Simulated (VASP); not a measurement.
# SnO in VASP: single point with LDA

Aim: the single point of SnO with LDA.

Everything below comes from runs of VASP 6.6.1. Logs are shortened: lines on timing, memory, paths and dates and some standing lists are left out, and cuts for length are marked.

## (1) The cell of the first run

The typed cell holds 8 atoms: a = 3.731 Å, b = 3.731 Å, c = 9.852 Å, α = 90.00°, β = 90.00°, γ = 90.02°.

## (2) Single point, LDA

Input file INCAR:

```
SYSTEM = SnO
PREC = Accurate ; ENCUT = 520
EDIFF = 1E-7 ; ISMEAR = 1
SIGMA = 0.02 ; LREAL = .False.
LASPH = .True. ; NELM = 60
ALGO = Normal ; ISIF = 2
LWAVE = .False. ; LCHARG = .False.
NBANDS = 50
```

Input file KPOINTS:

```
regular mesh
0
Gamma
  6 6 2
  0 0 0
```

Input file POSCAR:

```
SnO
1.0
    2.6379449356     -2.6388027538      0.0000000000
    2.6379449356      2.6388027538      0.0000000000
    0.0000000000      0.0000000000      9.8523399068
Sn O
4 4
Direct
    0.7500201117      0.2499798883      0.8683769783
    0.2499798883      0.7500201117      0.1316230217
    0.7499798883      0.2500201117      0.3683769783
    0.2500201117      0.7499798883      0.6316230217
    0.2499700505      0.2500299495      0.2500000000
    0.7500299495      0.7499700505      0.7500000000
    0.2500299495      0.2499700505      0.7500000000
    0.7499700505      0.7500299495      0.2500000000
```

Potentials or basis: VASP PAW LDA potentials, release 64 (Sn_d, O).

The run is started by

```
cat potpaw_LDA.64/Sn_d/POTCAR potpaw_LDA.64/O/POTCAR > POTCAR
mpirun -np 1 vasp_std > vasp.out
```

OUTCAR:

```text
SYSTEM = SnO
   PREC = Accurate
   ENCUT = 520
   EDIFF = 1E-7
   ISMEAR = 1
   LREAL = .False.
   LASPH = .True.
   NELM = 60
   ISIF = 2

 ion  position               nearest neighbor table
   1  0.750  0.250  0.868-   6 2.20   7 2.20   7 2.20   6 2.20   4 3.52   4 3.52   4 3.52   4 3.52
                             2 3.70   2 3.70   2 3.70   2 3.70
   2  0.250  0.750  0.132-   8 2.20   5 2.20   5 2.20   8 2.20   3 3.52   3 3.52   3 3.52   3 3.52
                             1 3.70   1 3.70   1 3.70   1 3.70
   3  0.750  0.250  0.368-   8 2.20   5 2.20   5 2.20   8 2.20   2 3.52   2 3.52   2 3.52   2 3.52
                             4 3.70   4 3.70   4 3.70   4 3.70
   4  0.250  0.750  0.632-   6 2.20   7 2.20   7 2.20   6 2.20   1 3.52   1 3.52   1 3.52   1 3.52
                             3 3.70   3 3.70   3 3.70   3 3.70
   5  0.250  0.250  0.250-   2 2.20   3 2.20   3 2.20   2 2.20
   6  0.750  0.750  0.750-   1 2.20   4 2.20   1 2.20   4 2.20
   7  0.250  0.250  0.750-   1 2.20   4 2.20   4 2.20   1 2.20
   8  0.750  0.750  0.250-   2 2.20   3 2.20   2 2.20   3 2.20

  LATTYP: Found a base centered orthorhombic cell.
 ALAT       =     5.2758898712
 B/A-ratio  =     1.0003251843
 C/A-ratio  =     1.8674271350

  Lattice vectors:

 A1 = (   2.6379449356,  -2.6388027538,   0.0000000000)
 A2 = (   2.6379449356,   2.6388027538,   0.0000000000)
 A3 = (   0.0000000000,   0.0000000000,   9.8523399068)

Analysis of symmetry for initial positions (statically):
=====================================================================
 Subroutine PRICEL returns:
 Original cell was already a primitive cell.

 Routine SETGRP: Setting up the symmetry group for a
 base centered orthorhombic supercell.

 Subroutine GETGRP returns: Found  8 space group operations
 (whereof  4 operations were pure point group operations)
 out of a pool of  8 trial point group operations.

The static configuration has the point symmetry C_2h.
 The point group associated with its full space group is D_2h.

Analysis of symmetry for dynamics (positions and initial velocities):
=====================================================================
 Subroutine PRICEL returns:
 Original cell was already a primitive cell.

 Routine SETGRP: Setting up the symmetry group for a
 base centered orthorhombic supercell.

 Subroutine GETGRP returns: Found  8 space group operations
 (whereof  4 operations were pure point group operations)
 out of a pool of  8 trial point group operations.

The dynamic configuration has the point symmetry C_2h.
 The point group associated with its full space group is D_2h.

 Subroutine INISYM returns: Found  8 space group operations
 (whereof  4 operations are pure point group operations),
 and found     1 'primitive' translations

----------------------------------------------------------------------------------------

                                     Primitive cell

  volume of cell :     137.1646

  direct lattice vectors                    reciprocal lattice vectors
     2.637944936 -2.638802754  0.000000000     0.189541485 -0.189479869  0.000000000
     2.637944936  2.638802754  0.000000000     0.189541485  0.189479869  0.000000000
     0.000000000  0.000000000  9.852339907     0.000000000  0.000000000  0.101498731

  length of vectors
     3.731224123  3.731224123  9.852339907     0.268008573  0.268008573  0.101498731

  position of ions in fractional coordinates (direct lattice)
     0.750020112  0.249979888  0.868376978
     0.249979888  0.750020112  0.131623022
     0.749979888  0.250020112  0.368376978
     0.250020112  0.749979888  0.631623022
     0.249970051  0.250029950  0.250000000
     0.750029950  0.749970050  0.750000000
     0.250029950  0.249970051  0.750000000
     0.749970050  0.750029950  0.250000000

  ion indices of the primitive-cell ions
   primitive index   ion index
                 1           1
                 2           2
                 3           3
                 4           4
                 5           5
                 6           6
                 7           7
                 8           8

----------------------------------------------------------------------------------------

 KPOINTS: regular mesh

Automatic generation of k-mesh.
 Grid dimensions read from file:
 generate k-points for:    6    6    2

 Generating k-lattice:

  Cartesian coordinates                     Fractional coordinates (reciprocal lattice)
     0.031590247 -0.031579978  0.000000000     0.166666667  0.000000000  0.000000000
     0.031590247  0.031579978  0.000000000     0.000000000  0.166666667  0.000000000
     0.000000000  0.000000000  0.050749366     0.000000000  0.000000000  0.500000000

  Length of vectors
     0.044668096  0.044668096  0.050749366

  Shift w.r.t. Gamma in fractional coordinates (k-lattice)
     0.000000000  0.000000000  0.000000000

 Subroutine IBZKPT returns following result:
 ===========================================

 Found     26 irreducible k-points:

 Following reciprocal coordinates:
            Coordinates               Weight
  0.000000  0.000000  0.000000      1.000000
  0.166667 -0.000000  0.000000      4.000000
  0.333333 -0.000000  0.000000      4.000000
  0.500000  0.000000  0.000000      2.000000
  0.166667  0.166667  0.000000      2.000000
  0.333333  0.166667  0.000000      4.000000
[... 16 lines left out ...]
  0.333333  0.333333  0.500000      2.000000
  0.500000  0.333333  0.500000      4.000000
 [... further k-points ...]
   k-points           NKPTS =     26   k-points in BZ     NKDIM =     26   number of bands    NBANDS=     50
   number of dos      NEDOS =    301   number of ions     NIONS =      8
   total plane-waves  NPLWV =  62720
   dimension x,y,z NGX =    28 NGY =   28 NGZ =   80
   dimension x,y,z NGXF=    56 NGYF=   56 NGZF=  160
   ions per type =               4   4
   NGX,Y,Z   is equivalent  to a cutoff of  12.48, 12.48, 13.50 a.u.
   NGXF,Y,Z  is equivalent  to a cutoff of  24.95, 24.95, 27.00 a.u.
 SYSTEM =  SnO
   PREC   = accura    normal or accurate (medium, high low for compatibility)
   ISTART =      0    job   : 0-new  1-cont  2-samecut
   ICHARG =      2    charge: 1-file 2-atom 10-const
   ISPIN  =      1    spin polarized calculation?
   LNONCOLLINEAR =      F non collinear calculations
   LSORBIT =      F    spin-orbit coupling
   LASPH  =      T    aspherical Exc in radial PAW
   ENCUT  =  520.0 eV  38.22 Ry    6.18 a.u.   6.94  6.94 18.32*2*pi/ulx,y,z
   NELM   =     60;   NELMIN=  2; NELMDL= -5     # of ELM steps
   EDIFF  = 0.1E-06   stopping-criterion for ELM
   LREAL  =      F    real-space projection
   EDIFFG = 0.1E-05   stopping-criterion for IOM
   NSW    =      0    number of steps for IOM
   IBRION =     -1    ionic relax: 0-MD 1-quasi-New 2-CG
   NFREE  =      0    steps in history (QN), initial steepest desc. (CG)
   ISIF   =      2    stress and relaxation
   ISYM   =      2    0-nonsym 1-usesym 2-fastsym
   POTIM  = 0.5000    time-step for ionic-motion
   TEBEG  =    0.0;   TEEND  =   0.0 temperature during run
   PSTRESS=    0.0 pullay stress
   NELECT =      80.0000    total number of electrons
   NUPDOWN=      -1.0000    fix difference up-down
   EMIN   =  10.00;   EMAX   =-10.00  energy-range for DOS
   EFERMI =   0.00;   METHOD = LEGACY
   ISMEAR =     1;   SIGMA  =   0.02  broadening in eV -4-tet -1-fermi 0-gaus
   EFERMI_NEDOS =   21; number of points for ismear=-14 and -15
   IALGO  =     38    algorithm
   IMIX   =      4    mixing-type and parameters
     AMIX     =   0.40;   BMIX     =  1.00
     AMIX_MAG =   1.60;   BMIX_MAG =  1.00
  volume/ion in A,a.u.               =      17.15       115.70
  Fermi-wavevector in a.u.,A,eV,Ry     =   1.367805  2.584776 25.455006  1.870890
  Thomas-Fermi vector in A             =   2.493825
   LORBIT       =      0    0 simple, 1 ext, 2 COOP (PROOUT), +10 PAW based schemes
   GGA     = CA    functional components
   LHFCALC =     F    Hartree Fock is set to
   AEXX    =    0.0000 exact exchange contribution
   IVDW    =     0    specifies the selected vdW correction
   LEPSILON=     F    determine dielectric tensor
   LRPA    =     F    only Hartree local field effects (RPA)
 non-spin polarized calculation
 Methfessel and Paxton  Order N= 1 SIGMA  =   0.02
  energy-cutoff  :      520.00
  volume of cell :      137.16
 maximum number of plane-waves:      3724
   NGX = 13   NGY = 13   NGZ = 37

 number of electron      80.0000004 magnetization

 Free energy of the ion-electron system (eV)
  ---------------------------------------------------
  ext. energy  EPLUGINS =         0.00000000
  ---------------------------------------------------
  free energy    TOTEN  =       -51.40632132 eV

  energy without entropy =      -51.40621768  energy(sigma->0) =      -51.40628677

 E-fermi :   7.2125     XC(G=0): -10.7604

 val. band max:        7.1744893594   @ k =   0.1667  -0.0000   0.0000
 cond. band min:       7.2125719643   @ k =   0.5000   0.5000   0.0000
 fundamental gap:      0.0380826049
 Fermi energy:         7.2125221134

 k-point     1 :       0.0000    0.0000    0.0000
  band No.  band energies     occupation
      1     -14.8187      2.00000
      2     -14.8025      2.00000
      3     -14.3681      2.00000
      4     -14.3514      2.00000
      5     -14.3396      2.00000
      6     -14.3392      2.00000
[... 42 lines left out ...]
     49      12.6955      0.00000
     50      12.6969      0.00000

 k-point     2 :       0.1667   -0.0000    0.0000
  band No.  band energies     occupation
      1     -14.8053      2.00000
      2     -14.7942      2.00000
      3     -14.4003      2.00000
      4     -14.3717      2.00000
      5     -14.3347      2.00000
      6     -14.3321      2.00000
[... 42 lines left out ...]
     49      12.4701      0.00000
     50      12.8885      0.00000

 k-point     3 :       0.3333   -0.0000    0.0000
  band No.  band energies     occupation
      1     -14.7701      2.00000
      2     -14.7685      2.00000
      3     -14.5862      2.00000
      4     -14.5590      2.00000
      5     -14.3290      2.00000
      6     -14.3200      2.00000
[... 1102 lines left out ...]
     49      13.0727      0.00000
     50      13.0727      0.00000

 k-point    24 :       0.5000    0.3333    0.5000
  band No.  band energies     occupation
      1     -14.7540      2.00000
      2     -14.7540      2.00000
      3     -14.7538      2.00000
      4     -14.7538      2.00000
      5     -14.3030      2.00000
      6     -14.3030      2.00000
[... 42 lines left out ...]
     49      13.5923      0.00000
     50      13.5932      0.00000

 [... further k-points ...]
[... 5 lines left out ...]
  --------------------------------------------------------------------------------------
  -------------------------------------------------------------------------------------
  Total        1.1872056      1.1415945     -1.2016505      0.0000000     -0.0000000      0.0000000
  in kB       13.8673818     13.3346128    -14.0361083      0.0000000     -0.0000000      0.0000000
  external PRESSURE =       4.3886288 kB  Pullay stress =       0.0000000 kB

 VOLUME and BASIS-vectors are now :
 -----------------------------------------------------------------------------
  energy-cutoff  :      520.00
  volume of cell :      137.16
      direct lattice vectors                 reciprocal lattice vectors
     2.637944936 -2.638802754  0.000000000     0.189541485 -0.189479869  0.000000000
     2.637944936  2.638802754  0.000000000     0.189541485  0.189479869  0.000000000
     0.000000000  0.000000000  9.852339907     0.000000000  0.000000000  0.101498731

 POSITION                                       TOTAL-FORCE (eV/Angst)
 -----------------------------------------------------------------------------------
      2.63794     -1.31951      8.55555         0.000000     -0.000143      0.123800
      2.63794      1.31951      1.29679         0.000000      0.000143     -0.123800
      2.63794     -1.31930      3.62938         0.000000      0.000143      0.123800
      2.63794      1.31930      6.22296         0.000000     -0.000143     -0.123800
      1.31897      0.00016      2.46308         0.000000     -0.000281      0.000000
      3.95692     -0.00016      7.38925         0.000000      0.000281     -0.000000
      1.31897     -0.00016      7.38925         0.000000      0.000281      0.000000
      3.95692      0.00016      2.46308         0.000000     -0.000281      0.000000
 -----------------------------------------------------------------------------------
    total drift:                               -0.000000      0.000000      0.000000

  FREE ENERGIE OF THE ION-ELECTRON SYSTEM (eV)
  ---------------------------------------------------
  free  energy   TOTEN  =       -51.4063213183 eV

  energy  without entropy=      -51.4062176772  energy(sigma->0) =      -51.40628677
```

Run time: 3.1 min. Hardware: 1 thread of Intel Xeon Platinum 8259CL at 2.50GHz (Skylake/Cascade Lake), shared host; peak memory 0.27 GiB.

What came out:

- Free energy: -51.4063 eV
- Pressure: 0.4 GPa
- Largest force: 0.124 eV/Å
- Band gap on the k mesh: zero (band 40 reaches 7.29 eV, above the bottom of band 41 at 7.21 eV)

Forces in eV/Å, atoms in the order of the input:
```
Sn   0.000  0.000  0.124
Sn   0.000  0.000 -0.124
Sn   0.000  0.000  0.124
Sn   0.000  0.000 -0.124
O    0.000  0.000  0.000
O    0.000  0.000  0.000
O    0.000  0.000  0.000
O    0.000  0.000  0.000
```

Stress tensor (GPa, compression positive):
```
 1.39  0.00  0.00
 0.00  1.33  0.00
 0.00  0.00 -1.40
```

Caveat: spin-orbit coupling is left out, which moves the levels of the heavy elements.
